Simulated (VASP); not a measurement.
# Ta3N (P-3m1) in VASP: a series of runs

The runs below take Ta3N through single point, with PBEsol.

Everything below comes from runs of VASP 6.6.1. Logs are shortened: lines on timing, memory, paths and dates and some standing lists are left out, and cuts for length are marked.

**1. The cell of the first run**

It takes space group P-3m1 (No. 164, trigonal). Conventional cell: a = 3.001 Å, b = 3.001 Å, c = 6.854 Å, α = 90.00°, β = 90.00°, γ = 120.00°. Ta (site symmetry -3m) has 12 Ta at 2.83 to 3.00 Å and 2 N at 3.43 Å within 3.7 Å. Ta (site symmetry 3m) has 3 N at 2.10 Å and 12 Ta at 2.83 to 3.00 Å within 3.1 Å. Within 2.8 Å of N (site symmetry -3m) lie 6 Ta at 2.10 Å.

**2. Single point, PBEsol (strain +0.000 along x and y, -0.080 along z)**

File INCAR:

```
  PREC = Accurate
  ENCUT = 520
  EDIFF = 1E-6
  ISMEAR = 0
  SIGMA = 0.15
  LREAL = False
  LASPH = True
  NELM = 100
  ALGO = Normal
  ISIF = 2
  LWAVE = False
  LCHARG = False
  GGA = PS
  NBANDS = 27
```

File KPOINTS:

```
Automatic mesh
0
Gamma
  18 18 8
```

File POSCAR:

```
Ta3N
1.0
    3.0005045844      0.0000000000      0.0000000000
   -1.5002522922      2.5985131942      0.0000000000
    0.0000000000      0.0000000000      6.8539311078
Ta N
3 1
Direct
    0.0000000000      0.0000000000      0.5000000000
    0.3333333333      0.6666666667      0.1725859884
    0.6666666667      0.3333333333      0.8274140116
    0.0000000000      0.0000000000      0.0000000000
```

Potentials or basis: VASP PAW PBE potentials, release 64 (Ta_pv, N).

The run is started by

```
> cat potpaw_PBE.64/Ta_pv/POTCAR potpaw_PBE.64/N/POTCAR > POTCAR
> mpirun -np 1 vasp_std > vasp.out
```

OUTCAR:

```text
PREC = Accurate
   ENCUT = 520
   EDIFF = 1E-6
   ISMEAR = 0
   LREAL = False
   LASPH = True
   NELM = 100
   ISIF = 2
   GGA = PS

 ion  position               nearest neighbor table
   1  0.000  0.000  0.500-   2 2.83   3 2.83   2 2.83   3 2.83   3 2.83   2 2.83
   2  0.333  0.667  0.173-   4 2.10   4 2.10   4 2.10   1 2.83   1 2.83   1 2.83   3 2.93   3 2.93
                             3 2.93
   3  0.667  0.333  0.827-   4 2.10   4 2.10   4 2.10   1 2.83   1 2.83   1 2.83   2 2.93   2 2.93
                             2 2.93
   4  0.000  0.000  0.000-   2 2.10   3 2.10   2 2.10   3 2.10   3 2.10   2 2.10

  LATTYP: Found a hexagonal cell.
 ALAT       =     3.0005045844
 C/A-ratio  =     2.2842595020

  Lattice vectors:

 A1 = (   3.0005045844,   0.0000000000,   0.0000000000)
 A2 = (  -1.5002522922,   2.5985131942,   0.0000000000)
 A3 = (   0.0000000000,   0.0000000000,   6.8539311078)

Analysis of symmetry for initial positions (statically):
=====================================================================
 Subroutine PRICEL returns:
 Original cell was already a primitive cell.

 Routine SETGRP: Setting up the symmetry group for a
 hexagonal supercell.

 Subroutine GETGRP returns: Found 12 space group operations
 (whereof 12 operations were pure point group operations)
 out of a pool of 24 trial point group operations.

The static configuration has the point symmetry D_3d.

Analysis of symmetry for dynamics (positions and initial velocities):
=====================================================================
 Subroutine PRICEL returns:
 Original cell was already a primitive cell.

 Routine SETGRP: Setting up the symmetry group for a
 hexagonal supercell.

 Subroutine GETGRP returns: Found 12 space group operations
 (whereof 12 operations were pure point group operations)
 out of a pool of 24 trial point group operations.

The dynamic configuration has the point symmetry D_3d.

 Subroutine INISYM returns: Found 12 space group operations
 (whereof 12 operations are pure point group operations),
 and found     1 'primitive' translations

----------------------------------------------------------------------------------------

                                     Primitive cell

  volume of cell :      53.4391

  direct lattice vectors                    reciprocal lattice vectors
     3.000504584  0.000000000  0.000000000     0.333277278  0.192417726  0.000000000
    -1.500252292  2.598513194  0.000000000     0.000000000  0.384835452  0.000000000
     0.000000000  0.000000000  6.853931108     0.000000000  0.000000000  0.145901671

  length of vectors
     3.000504584  3.000504584  6.853931108     0.384835452  0.384835452  0.145901671

  position of ions in fractional coordinates (direct lattice)
     0.000000000  0.000000000  0.500000000
     0.333333333  0.666666667  0.172585988
     0.666666667  0.333333333  0.827414012
     0.000000000  0.000000000  0.000000000

  ion indices of the primitive-cell ions
   primitive index   ion index
                 1           1
                 2           2
                 3           3
                 4           4

----------------------------------------------------------------------------------------

 KPOINTS: Automatic mesh

Automatic generation of k-mesh.
 Grid dimensions read from file:
 generate k-points for:   18   18    8

 Generating k-lattice:

  Cartesian coordinates                     Fractional coordinates (reciprocal lattice)
     0.018515404  0.010689874  0.000000000     0.055555556 -0.000000000  0.000000000
     0.000000000  0.021379747  0.000000000     0.000000000  0.055555556  0.000000000
     0.000000000  0.000000000  0.018237709     0.000000000  0.000000000  0.125000000

  Length of vectors
     0.021379747  0.021379747  0.018237709

  Shift w.r.t. Gamma in fractional coordinates (k-lattice)
     0.000000000  0.000000000  0.000000000

 Subroutine IBZKPT returns following result:
 ===========================================

 Found    266 irreducible k-points:

 Following reciprocal coordinates:
            Coordinates               Weight
  0.000000  0.000000  0.000000      1.000000
  0.055556 -0.000000  0.000000      6.000000
  0.111111 -0.000000  0.000000      6.000000
  0.166667 -0.000000  0.000000      6.000000
  0.222222 -0.000000  0.000000      6.000000
  0.277778 -0.000000  0.000000      6.000000
[... 16 lines left out ...]
  0.333333  0.111111  0.000000     12.000000
  0.388889  0.111111  0.000000     12.000000
 [... further k-points ...]
   k-points           NKPTS =    266   k-points in BZ     NKDIM =    266   number of bands    NBANDS=     27
   number of dos      NEDOS =    301   number of ions     NIONS =      4
   total plane-waves  NPLWV =  31104
   dimension x,y,z NGX =    24 NGY =   24 NGZ =   54
   dimension x,y,z NGXF=    48 NGYF=   48 NGZF=  108
   ions per type =               3   1
   NGX,Y,Z   is equivalent  to a cutoff of  13.30, 13.30, 13.10 a.u.
   NGXF,Y,Z  is equivalent  to a cutoff of  26.59, 26.59, 26.20 a.u.
 SYSTEM =  unknown system
   PREC   = accura    normal or accurate (medium, high low for compatibility)
   ISTART =      0    job   : 0-new  1-cont  2-samecut
   ICHARG =      2    charge: 1-file 2-atom 10-const
   ISPIN  =      1    spin polarized calculation?
   LNONCOLLINEAR =      F non collinear calculations
   LSORBIT =      F    spin-orbit coupling
   LASPH  =      T    aspherical Exc in radial PAW
   ENCUT  =  520.0 eV  38.22 Ry    6.18 a.u.   5.58  5.58 12.74*2*pi/ulx,y,z
   NELM   =    100;   NELMIN=  2; NELMDL= -5     # of ELM steps
   EDIFF  = 0.1E-05   stopping-criterion for ELM
   LREAL  =      F    real-space projection
   EDIFFG = 0.1E-04   stopping-criterion for IOM
   NSW    =      0    number of steps for IOM
   IBRION =     -1    ionic relax: 0-MD 1-quasi-New 2-CG
   NFREE  =      0    steps in history (QN), initial steepest desc. (CG)
   ISIF   =      2    stress and relaxation
   ISYM   =      2    0-nonsym 1-usesym 2-fastsym
   POTIM  = 0.5000    time-step for ionic-motion
   TEBEG  =    0.0;   TEEND  =   0.0 temperature during run
   PSTRESS=    0.0 pullay stress
   NELECT =      38.0000    total number of electrons
   NUPDOWN=      -1.0000    fix difference up-down
   EMIN   =  10.00;   EMAX   =-10.00  energy-range for DOS
   EFERMI =   0.00;   METHOD = LEGACY
   ISMEAR =     0;   SIGMA  =   0.15  broadening in eV -4-tet -1-fermi 0-gaus
   EFERMI_NEDOS =   21; number of points for ismear=-14 and -15
   IALGO  =     38    algorithm
   IMIX   =      4    mixing-type and parameters
     AMIX     =   0.40;   BMIX     =  1.00
     AMIX_MAG =   1.60;   BMIX_MAG =  1.00
  volume/ion in A,a.u.               =      13.36        90.16
  Fermi-wavevector in a.u.,A,eV,Ry     =   1.461223  2.761310 29.050771  2.135171
  Thomas-Fermi vector in A             =   2.577580
   LORBIT       =      0    0 simple, 1 ext, 2 COOP (PROOUT), +10 PAW based schemes
   GGA     = PS    functional components
   LHFCALC =     F    Hartree Fock is set to
   AEXX    =    0.0000 exact exchange contribution
   IVDW    =     0    specifies the selected vdW correction
   LEPSILON=     F    determine dielectric tensor
   LRPA    =     F    only Hartree local field effects (RPA)
 non-spin polarized calculation
 Gauss-broadening in eV      SIGMA  =   0.15
  energy-cutoff  :      520.00
  volume of cell :       53.44
 maximum number of plane-waves:      1466
 NGX is ok and might be reduce to    24
   NGX = 11   NGY = 11   NGZ = 25

 number of electron      37.9999998 magnetization

 Free energy of the ion-electron system (eV)
  ---------------------------------------------------
  ext. energy  EPLUGINS =         0.00000000
  ---------------------------------------------------
  free energy    TOTEN  =       -47.93348950 eV

  energy without entropy =      -47.90772034  energy(sigma->0) =      -47.92060492

 E-fermi :   7.5474     XC(G=0): -13.4057

 val. band max:        7.5431351296   @ k =   0.2778   0.2778   0.1250
 cond. band min:       7.5496206329   @ k =   0.2778   0.2222   0.1250
 fundamental gap:      0.0064855033
 Fermi energy:         7.5473655158

 k-point     1 :       0.0000    0.0000    0.0000
  band No.  band energies     occupation
      1     -27.6331      2.00000
      2     -27.1603      2.00000
      3     -26.7762      2.00000
      4     -26.7762      2.00000
      5     -26.7061      2.00000
      6     -26.7061      2.00000
[... 19 lines left out ...]
     26      10.2303      0.00000
     27      11.3334      0.00000

 k-point     2 :       0.0556   -0.0000    0.0000
  band No.  band energies     occupation
      1     -27.6283      2.00000
      2     -27.1615      2.00000
      3     -26.8000      2.00000
      4     -26.7875      2.00000
      5     -26.7272      2.00000
      6     -26.7075      2.00000
[... 19 lines left out ...]
     26      10.4042      0.00000
     27      11.6681      0.00000

 k-point     3 :       0.1111   -0.0000    0.0000
  band No.  band energies     occupation
      1     -27.6158      2.00000
      2     -27.1722      2.00000
      3     -26.8605      2.00000
      4     -26.8174      2.00000
      5     -26.7869      2.00000
      6     -26.7142      2.00000
[... 19 lines left out ...]
     26      10.8924      0.00000
     27      11.9445      0.00000

 k-point     4 :       0.1667   -0.0000    0.0000
  band No.  band energies     occupation
      1     -27.6005      2.00000
      2     -27.2140      2.00000
      3     -26.9344      2.00000
      4     -26.8653      2.00000
      5     -26.8591      2.00000
      6     -26.7283      2.00000
[... 19 lines left out ...]
     26      11.5228      0.00000
     27      12.3698      0.00000

 k-point     5 :       0.2222   -0.0000    0.0000
  band No.  band energies     occupation
      1     -27.5922      2.00000
      2     -27.3051      2.00000
      3     -27.0242      2.00000
      4     -26.9094      2.00000
      5     -26.9067      2.00000
      6     -26.7487      2.00000
[... 19 lines left out ...]
     26      12.0427      0.00000
     27      12.9055      0.00000

 k-point     6 :       0.2778   -0.0000    0.0000
  band No.  band energies     occupation
      1     -27.6050      2.00000
      2     -27.4250      2.00000
      3     -27.1192      2.00000
      4     -26.9546      2.00000
      5     -26.9110      2.00000
      6     -26.7724      2.00000
[... 444 lines left out ...]
      1     -27.6020      2.00000
      2     -27.4272      2.00000
      3     -27.1530      2.00000
      4     -26.9648      2.00000
      5     -26.9050      2.00000
      6     -26.8389      2.00000
[... 19 lines left out ...]
     26      12.5293      0.00000
     27      13.2159      0.00000

 k-point    22 :       0.2778    0.1111    0.0000
  band No.  band energies     occupation
      1     -27.6403      2.00000
      2     -27.5253      2.00000
      3     -27.1992      2.00000
      4     -27.0339      2.00000
      5     -26.8964      2.00000
      6     -26.8691      2.00000
[... 19 lines left out ...]
     26      12.8556      0.00000
     27      13.2695      0.00000

 k-point    23 :       0.3333    0.1111    0.0000
  band No.  band energies     occupation
      1     -27.6942      2.00000
      2     -27.6004      2.00000
      3     -27.2227      2.00000
      4     -27.0890      2.00000
      5     -26.9019      2.00000
      6     -26.8822      2.00000
[... 19 lines left out ...]
     26      13.1524      0.00000
     27      13.2420      0.00000

 k-point    24 :       0.3889    0.1111    0.0000
  band No.  band energies     occupation
      1     -27.7395      2.00000
      2     -27.6463      2.00000
      3     -27.2335      2.00000
      4     -27.1239      2.00000
      5     -26.9174      2.00000
      6     -26.8793      2.00000
[... 19 lines left out ...]
     26      12.9744      0.00000
     27      13.3602      0.00000

 [... further k-points ...]

------------------------ aborting loop because EDIFF is reached ----------------------------------------

  FORCE on cell =-STRESS in cart. coord.  units (eV):
  Direction    XX          YY          ZZ          XY          YZ          ZX
  --------------------------------------------------------------------------------------
  -------------------------------------------------------------------------------------
  Total        7.6514350      7.6514350     12.1434595      0.0000000     -0.0000000      0.0000000
  in kB      229.4005848    229.4005848    364.0776789      0.0000000     -0.0000000      0.0000000
  external PRESSURE =     274.2929495 kB  Pullay stress =       0.0000000 kB

 VOLUME and BASIS-vectors are now :
 -----------------------------------------------------------------------------
  energy-cutoff  :      520.00
  volume of cell :       53.44
      direct lattice vectors                 reciprocal lattice vectors
     3.000504584  0.000000000  0.000000000     0.333277278  0.192417726  0.000000000
    -1.500252292  2.598513194  0.000000000     0.000000000  0.384835452  0.000000000
     0.000000000  0.000000000  6.853931108     0.000000000  0.000000000  0.145901671

 POSITION                                       TOTAL-FORCE (eV/Angst)
 -----------------------------------------------------------------------------------
      0.00000      0.00000      3.42697        -0.000000      0.000000      0.000000
     -0.00000      1.73234      1.18289         0.000000     -0.000000      0.210054
      1.50025      0.86617      5.67104        -0.000000      0.000000     -0.210054
      0.00000      0.00000      0.00000        -0.000000      0.000000      0.000000
 -----------------------------------------------------------------------------------
    total drift:                                0.000000     -0.000000     -0.000000

  FREE ENERGIE OF THE ION-ELECTRON SYSTEM (eV)
  ---------------------------------------------------
  free  energy   TOTEN  =       -47.9334895010 eV

  energy  without entropy=      -47.9077203421  energy(sigma->0) =      -47.92060492
```

Wall time 3.1 min (1 thread of Intel Xeon Platinum 8488C (Sapphire Rapids), shared host); peak memory 0.42 GiB.

Results:

```yaml
Free_energy: -47.9335 eV
Pressure: 27.4 GPa
Largest_force: 0.210 eV/Å
Band_gap_on_the_k_mesh: zero (bands 19 and 20 overlap by 1.03 eV)
```

Forces on the atoms (eV/Å):
```
Ta   0.000  0.000  0.000
Ta   0.000  0.000  0.210
Ta   0.000  0.000 -0.210
N    0.000  0.000  0.000
```

Stress tensor (GPa, compression positive):
```
22.94  0.00  0.00
 0.00 22.94  0.00
 0.00  0.00 36.41
```

Caveat: the cell differs from its parent crystal (strain +0.000 along x and y, -0.080 along z); the stress differs along the axes, from 23 to 36 GPa; the PAW data sets were made with another functional, which shifts forces and pressure a little; spin-orbit coupling is left out, which moves the levels of the heavy elements.

**3. Single point, PBEsol (strain +0.040 along x and y, -0.080 along z)**

File INCAR:

```
PREC = Accurate
ENCUT = 520
EDIFF = 1E-6
ISMEAR = 0
SIGMA = 0.15
LREAL = False
LASPH = True
NELM = 100
ALGO = Normal
ISIF = 2
LWAVE = False
LCHARG = False
GGA = PS
NBANDS = 27
```

File KPOINTS:

```
regular mesh
0
Gamma
  18 18 8
```

Edit POSCAR of step 2 so:

```diff
@@ -2,4 +2,4 @@
 1.0
-    3.0005045844      0.0000000000      0.0000000000
-   -1.5002522922      2.5985131942      0.0000000000
+    3.1205247677      0.0000000000      0.0000000000
+   -1.5602623839      2.7024537220      0.0000000000
     0.0000000000      0.0000000000      6.8539311078
```

Potentials or basis: VASP PAW PBE potentials, release 64 (Ta_pv, N).

The run is started by

```
> cat potpaw_PBE.64/Ta_pv/POTCAR potpaw_PBE.64/N/POTCAR > POTCAR
> mpirun -np 1 vasp_std > vasp.out
```

It took 3.5 min on 1 thread of AMD EPYC 9R45 (Zen 5), shared host; peak memory 0.41 GiB.

Results (log left out):

```yaml
Free_energy: -48.1792 eV
Pressure: 2.5 GPa
Largest_force: 0.602 eV/Å
Band_gap_on_the_k_mesh: zero (bands 19 and 20 overlap by 0.85 eV)
```

Forces in eV/Å, atoms in the order of the input:
```
Ta   0.000  0.000  0.000
Ta   0.000  0.000 -0.602
Ta   0.000  0.000  0.602
N    0.000  0.000  0.000
```

Stress tensor (GPa, compression positive):
```
-3.23  0.00  0.00
 0.00 -3.23  0.00
 0.00  0.00 13.96
```

Levels at points of the mesh, in eV from the Fermi level:
| k point | band 16 | band 17 | band 18 | band 19 | band 20 | band 21 | band 22 | band 23 |
| --- | --- | --- | --- | --- | --- | --- | --- | --- |
| (0.00, 0.00, 0.00) | -1.16 | -1.16 | -0.50 | -0.12 | -0.12 | 0.83 | 1.45 | 2.21 |
| (0.50, 0.00, 0.00) | -2.98 | -1.31 | -0.13 | 0.16 | 0.89 | 1.32 | 2.61 | 4.00 |
| (0.00, 0.00, 0.50) | -0.65 | -0.65 | -0.58 | -0.46 | 0.22 | 0.22 | 1.09 | 1.09 |
| (0.50, 0.00, 0.50) | -2.72 | -1.45 | -0.77 | 0.34 | 0.50 | 2.10 | 2.46 | 3.71 |

Caveat: the cell differs from its parent crystal (strain +0.040 along x and y, -0.080 along z); the stress differs along the axes, from -3 to 14 GPa; the PAW data sets were made with another functional, which shifts forces and pressure a little; spin-orbit coupling is left out, which moves the levels of the heavy elements.

[end of part 1 of 2]
